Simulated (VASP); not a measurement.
# PbS (Pm-3m) in VASP: a series of runs

PbS is run at these levels: PBE; tasks: single point, relaxation of cell and atoms.

Everything below comes from runs of VASP 6.6.1. Logs are shortened: lines on timing, memory, paths and dates and some standing lists are left out, and cuts for length are marked.

**1. The cell of the first run**

Symmetry: Pm-3m, No. 221, cubic system. The conventional cell has a = 3.653 Å, b = 3.653 Å, c = 3.653 Å, α = 90.00°, β = 90.00°, γ = 90.00°. Pb (site symmetry m-3m) has 8 S at 3.16 Å and 6 Pb at 3.65 Å within 4.2 Å. Within 4.2 Å of S (site symmetry m-3m) lie 8 Pb at 3.16 Å and 6 S at 3.65 Å.

**2. Single point, PBE**

INCAR

```
SYSTEM = PbS
ALGO     = Normal         ! electronic algorithm
EDIFF    = 1E-6           ! SCF threshold, eV
ENCUT    = 520            ! plane-wave cutoff, eV
GGA      = PE             ! functional
ISIF     = 2              ! what is computed and relaxed
ISMEAR   = 0              ! smearing method
LASPH    = .True.         ! aspherical terms in the spheres
LCHARG   = .False.        ! write CHGCAR
LREAL    = .False.        ! projectors in reciprocal space
LWAVE    = .False.        ! write WAVECAR
NBANDS   = 17             ! bands
NELM     = 80             ! most SCF steps
PREC     = Accurate       ! precision mode
SIGMA    = 0.1            ! smearing width, eV
```

KPOINTS

```
k-points
0
Gamma
  16 16 16
  0 0 0
```

POSCAR

```
PbS
1.0
    3.6531089910      0.0000000000      0.0000000000
    0.0000000000      3.6531089910      0.0000000000
    0.0000000000      0.0000000000      3.6531089910
Pb S
1 1
Direct
    0.0000000000      0.0000000000      0.0000000000
    0.5000000000      0.5000000000      0.5000000000
```

Potentials or basis: VASP PAW PBE potentials, release 64 (Pb_d, S).

Started as:

```sh
cat potpaw_PBE.64/Pb_d/POTCAR potpaw_PBE.64/S/POTCAR > POTCAR
mpirun -np 1 vasp_std > vasp.out
```

OUTCAR:

```text
SYSTEM = PbS
   EDIFF = 1E-6
   ENCUT = 520
   GGA = PE
   ISIF = 2
   ISMEAR = 0
   LASPH = .True.
   LREAL = .False.
   NELM = 80
   PREC = Accurate

 ion  position               nearest neighbor table
   1  0.000  0.000  0.000-   2 3.16   2 3.16   2 3.16   2 3.16   2 3.16   2 3.16   2 3.16   2 3.16

   2  0.500  0.500  0.500-   1 3.16   1 3.16   1 3.16   1 3.16   1 3.16   1 3.16   1 3.16   1 3.16

  LATTYP: Found a simple cubic cell.
 ALAT       =     3.6531089910

  Lattice vectors:

 A1 = (   3.6531089910,   0.0000000000,   0.0000000000)
 A2 = (   0.0000000000,   3.6531089910,   0.0000000000)
 A3 = (   0.0000000000,   0.0000000000,   3.6531089910)

Analysis of symmetry for initial positions (statically):
=====================================================================
 Subroutine PRICEL returns:
 Original cell was already a primitive cell.

 Routine SETGRP: Setting up the symmetry group for a
 simple cubic supercell.

 Subroutine GETGRP returns: Found 48 space group operations
 (whereof 48 operations were pure point group operations)
 out of a pool of 48 trial point group operations.

The static configuration has the point symmetry O_h .

Analysis of symmetry for dynamics (positions and initial velocities):
=====================================================================
 Subroutine PRICEL returns:
 Original cell was already a primitive cell.

 Routine SETGRP: Setting up the symmetry group for a
 simple cubic supercell.

 Subroutine GETGRP returns: Found 48 space group operations
 (whereof 48 operations were pure point group operations)
 out of a pool of 48 trial point group operations.

The dynamic configuration has the point symmetry O_h .

 Subroutine INISYM returns: Found 48 space group operations
 (whereof 48 operations are pure point group operations),
 and found     1 'primitive' translations

----------------------------------------------------------------------------------------

                                     Primitive cell

  volume of cell :      48.7515

  direct lattice vectors                    reciprocal lattice vectors
     3.653108991  0.000000000  0.000000000     0.273739437  0.000000000  0.000000000
     0.000000000  3.653108991  0.000000000     0.000000000  0.273739437  0.000000000
     0.000000000  0.000000000  3.653108991     0.000000000  0.000000000  0.273739437

  length of vectors
[... 80 lines left out ...]
   ENCUT  =  520.0 eV  38.22 Ry    6.18 a.u.   6.79  6.79  6.79*2*pi/ulx,y,z
   NELM   =     80;   NELMIN=  2; NELMDL= -5     # of ELM steps
   EDIFF  = 0.1E-05   stopping-criterion for ELM
   LREAL  =      F    real-space projection
   EDIFFG = 0.1E-04   stopping-criterion for IOM
   NSW    =      0    number of steps for IOM
   IBRION =     -1    ionic relax: 0-MD 1-quasi-New 2-CG
   NFREE  =      0    steps in history (QN), initial steepest desc. (CG)
   ISIF   =      2    stress and relaxation
   ISYM   =      2    0-nonsym 1-usesym 2-fastsym
   POTIM  = 0.5000    time-step for ionic-motion
   TEBEG  =    0.0;   TEEND  =   0.0 temperature during run
   PSTRESS=    0.0 pullay stress
   NELECT =      20.0000    total number of electrons
   NUPDOWN=      -1.0000    fix difference up-down
   EMIN   =  10.00;   EMAX   =-10.00  energy-range for DOS
   EFERMI =   0.00;   METHOD = LEGACY
   ISMEAR =     0;   SIGMA  =   0.10  broadening in eV -4-tet -1-fermi 0-gaus
   EFERMI_NEDOS =   21; number of points for ismear=-14 and -15
   IALGO  =     38    algorithm
   IMIX   =      4    mixing-type and parameters
     AMIX     =   0.40;   BMIX     =  1.00
     AMIX_MAG =   1.60;   BMIX_MAG =  1.00
  volume/ion in A,a.u.               =      24.38       164.50
  Fermi-wavevector in a.u.,A,eV,Ry     =   1.216435  2.298729 20.132729  1.479714
  Thomas-Fermi vector in A             =   2.351789
   LORBIT       =      0    0 simple, 1 ext, 2 COOP (PROOUT), +10 PAW based schemes
   GGA     = PE    functional components
   LHFCALC =     F    Hartree Fock is set to
   AEXX    =    0.0000 exact exchange contribution
   IVDW    =     0    specifies the selected vdW correction
   LEPSILON=     F    determine dielectric tensor
   LRPA    =     F    only Hartree local field effects (RPA)
 non-spin polarized calculation
 Gauss-broadening in eV      SIGMA  =   0.10
  energy-cutoff  :      520.00
  volume of cell :       48.75
 maximum number of plane-waves:      1357
 NGX is ok and might be reduce to    28
   NGX = 13   NGY = 13   NGZ = 13

 number of electron      19.9999995 magnetization

 Free energy of the ion-electron system (eV)
  ---------------------------------------------------
  ext. energy  EPLUGINS =         0.00000000
  ---------------------------------------------------
  free energy    TOTEN  =        -8.25904654 eV

  energy without entropy =       -8.25602963  energy(sigma->0) =       -8.25753809

 E-fermi :   6.0552     XC(G=0): -10.1727

 val. band max:        6.0064664186   @ k =   0.2500   0.1875   0.1250
 cond. band min:       6.0624607835   @ k =   0.2500   0.1250   0.1250
 fundamental gap:      0.0559943649
 Fermi energy:         6.0552262516

 k-point     1 :       0.0000    0.0000    0.0000
  band No.  band energies     occupation
      1     -10.7932      2.00000
      2     -10.7932      2.00000
      3     -10.5823      2.00000
      4     -10.5823      2.00000
      5     -10.5823      2.00000
      6      -7.0185      2.00000
[... 457 lines left out ...]
      4     -10.6278      2.00000
      5     -10.5843      2.00000
      6      -5.6307      2.00000
[... 9 lines left out ...]
     16      17.9421      0.00000
     17      18.7431      0.00000

 [... further k-points ...]

------------------------ aborting loop because EDIFF is reached ----------------------------------------

  FORCE on cell =-STRESS in cart. coord.  units (eV):
  Direction    XX          YY          ZZ          XY          YZ          ZX
  --------------------------------------------------------------------------------------
  -------------------------------------------------------------------------------------
  Total       -0.0240895     -0.0240895     -0.0240895      0.0000000     -0.0000000      0.0000000
  in kB       -0.7916801     -0.7916801     -0.7916801      0.0000000     -0.0000000      0.0000000
  external PRESSURE =      -0.7916801 kB  Pullay stress =       0.0000000 kB

 VOLUME and BASIS-vectors are now :
 -----------------------------------------------------------------------------
  energy-cutoff  :      520.00
  volume of cell :       48.75
      direct lattice vectors                 reciprocal lattice vectors
     3.653108991  0.000000000  0.000000000     0.273739437  0.000000000  0.000000000
     0.000000000  3.653108991  0.000000000     0.000000000  0.273739437  0.000000000
     0.000000000  0.000000000  3.653108991     0.000000000  0.000000000  0.273739437

 POSITION                                       TOTAL-FORCE (eV/Angst)
 -----------------------------------------------------------------------------------
      0.00000      0.00000      0.00000         0.000000      0.000000      0.000000
      1.82655      1.82655      1.82655         0.000000      0.000000      0.000000
 -----------------------------------------------------------------------------------
    total drift:                               -0.000000      0.000000      0.000000

  FREE ENERGIE OF THE ION-ELECTRON SYSTEM (eV)
  ---------------------------------------------------
  free  energy   TOTEN  =        -8.2590465441 eV

  energy  without entropy=       -8.2560296345  energy(sigma->0) =       -8.25753809
```

OSZICAR:

```text
N       E                     dE             d eps       ncg     rms          rms(c)
DAV:   1     0.156426844025E+03    0.15643E+03   -0.97875E+03  5674   0.126E+03
DAV:   2     0.268108821196E+01   -0.15375E+03   -0.14791E+03  5960   0.316E+02
DAV:   3    -0.865861930060E+01   -0.11340E+02   -0.11170E+02  7461   0.900E+01
DAV:   4    -0.892325395488E+01   -0.26463E+00   -0.26439E+00  7066   0.148E+01
DAV:   5    -0.893274631581E+01   -0.94924E-02   -0.94915E-02  8290   0.273E+00    0.434E+00
DAV:   6    -0.826768613361E+01    0.66506E+00   -0.17376E+00  8737   0.913E+00    0.312E+00
DAV:   7    -0.826243513131E+01    0.52510E-02   -0.15142E-01  6498   0.195E+00    0.187E+00
DAV:   8    -0.826093404132E+01    0.15011E-02   -0.28295E-02  6757   0.147E+00    0.372E-01
DAV:   9    -0.825903684873E+01    0.18972E-02   -0.11082E-02  8395   0.694E-01    0.126E-01
DAV:  10    -0.825911417664E+01   -0.77328E-04   -0.12879E-03  7882   0.222E-01    0.126E-01
DAV:  11    -0.825904724462E+01    0.66932E-04   -0.33767E-04  7770   0.114E-01    0.144E-02
DAV:  12    -0.825904678019E+01    0.46443E-06   -0.23545E-05  6793   0.384E-02    0.740E-03
DAV:  13    -0.825904654409E+01    0.23610E-06   -0.16074E-06  5294   0.110E-02
   1 F= -.82590465E+01 E0= -.82575381E+01  d E =-.301691E-02
```

Wall time 2.6 min (1 thread of Intel Xeon 8259CL, shared host); peak memory 0.26 GiB.

What came out:

- Free energy: -8.2590 eV
- Pressure: -0.1 GPa
- Band gap on the k mesh: zero (bands 10 and 11 overlap by 0.45 eV)

Caveat: semilocal functionals underestimate gaps, so a narrow gap can read as zero; spin-orbit coupling is left out, which moves the levels of the heavy elements.

**3. Relaxation of cell and atoms, PBE**

This run uses another cell than the first one, of 24.52 Å³/atom.

INCAR

```
SYSTEM = PbS
  ALGO = Normal
  EDIFF = 1E-7
  EDIFFG = -0.01
  ENCUT = 600
  GGA = PE
  IBRION = 2
  ISIF = 3
  ISMEAR = 0
  LASPH = .TRUE.
  LCHARG = .FALSE.
  LREAL = .FALSE.
  LWAVE = .FALSE.
  NELM = 100
  NSW = 100
  PREC = Accurate
  SIGMA = 0.1
```

KPOINTS

```
k-points
0
G
  16 16 16
  0 0 0
```

POSCAR

```
PbS
1.0
    3.6602665599      0.0000000000      0.0000000000
    0.0000000000      3.6602665599      0.0000000000
    0.0000000000      0.0000000000      3.6602665599
Pb S
1 1
Direct
    0.0000000000      0.0000000000      0.0000000000
    0.5000000000      0.5000000000      0.5000000000
```

Potentials or basis: VASP PAW PBE potentials, release 64 (Pb_d, S).

Started as:

```sh
cat potpaw_PBE.64/Pb_d/POTCAR potpaw_PBE.64/S/POTCAR > POTCAR
mpirun -np 1 vasp_std > vasp.out
```

Wall time 6.5 min (1 thread of Intel Xeon 8259CL, shared host); peak memory 0.29 GiB.

The run converged. Its results:

| Property | Result |
| --- | --- |
| Free energy | -8.2591 eV |
| Relaxed volume | 24.37 Å³/atom |
| Relaxed cell | a = 3.653 Å, b = 3.653 Å, c = 3.653 Å, α = 90.00°, β = 90.00°, γ = 90.00° |
| Space group after relaxing (to 0.1 Å) | Pm-3m (No. 221) |
| Energy gained by relaxing | 0.2 meV/atom |
| Ionic steps | 3 |
| Pressure after relaxing | 0.0 GPa |
| Band gap on the k mesh | zero (bands 10 and 11 overlap by 0.45 eV) |

Step by step:
| step | energy change (eV) | largest force (eV/Å) | pressure (GPa) | volume (Å³) |
| --- | --- | --- | --- | --- |
| 1 | 0.0000 | 0.0000 | -0.33 | 49.04 |
| 2 | -0.0003 | 0.0000 | 0.07 | 48.68 |
| 3 | -0.0003 | 0.0000 | 0.00 | 48.74 |

Final structure:
```xyz
2
Lattice="3.6528 0.0000 0.0000 0.0000 3.6528 0.0000 0.0000 0.0000 3.6528" Properties=species:S:1:pos:R:3 pbc="T T T"
Pb    0.0000    0.0000    0.0000
S     1.8264    1.8264    1.8264
```

Levels at points of the mesh, in eV from the Fermi level:
```
           k point  band 6  band 7  band 8  band 9  band 10  band 11  band 12  band 13  band 14
(0.00, 0.00, 0.00)  -13.08   -6.67   -1.53   -1.53    -1.53     5.55     5.55     6.59     6.59
(0.50, 0.00, 0.00)  -11.78   -8.94   -0.42   -0.42    -0.06     0.39     4.00     4.00     6.78
(0.50, 0.50, 0.00)  -11.03   -7.20   -4.37   -4.37    -0.22     4.25     4.25     5.99     7.26
(0.50, 0.50, 0.50)  -10.79   -5.91   -2.32   -2.32    -2.32    -0.40    -0.40    -0.40    13.77
```

Caveat: semilocal functionals underestimate gaps, so a narrow gap can read as zero; spin-orbit coupling is left out, which moves the levels of the heavy elements.
